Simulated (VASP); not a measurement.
A run of VASP 6.6.1:

The input INCAR:

```
PREC = Accurate ; ENCUT = 520
EDIFF = 1E-6 ; ISMEAR = 0
SIGMA = 0.1 ; LREAL = F
LASPH = T ; NELM = 80
ALGO = Normal ; ISIF = 2
LWAVE = F ; LCHARG = F
GGA = PE ; NBANDS = 23
```

KPOINTS

```
Automatic mesh
0
Gamma
  8 8 8
```

POSCAR

```
Si4W
1.0
   -2.5727251222      2.5727251222      3.0852981596
    2.5727251222     -2.5727251222      3.0852981596
    2.5727251222      2.5727251222     -3.0852981596
Si W
4 1
Direct
    0.1642640523      0.1642640523      0.6336577616
    0.8357359477      0.4693937093      0.0000000000
    0.5306062907      0.5306062907      0.3663422384
    0.4693937093      0.8357359477      0.0000000000
    0.0000000000      0.0000000000      0.0000000000
```

Potentials or basis: VASP PAW PBE potentials, release 64 (Si, W_sv).

Run with:

```sh
$ cat potpaw_PBE.64/Si/POTCAR potpaw_PBE.64/W_sv/POTCAR > POTCAR
$ mpirun -np 1 vasp_std > vasp.out
```

Hardware: 1 thread of Intel(R) Xeon(R) Platinum 8488C (Sapphire Rapids) (shared host).

Question: Estimate the wall time of this run.

Answer: Wall time 75 s on 1 thread of Intel(R) Xeon(R) Platinum 8488C (Sapphire Rapids) (shared host), peak memory 0.25 GiB. Counts: scf iterations 12, k points 59.
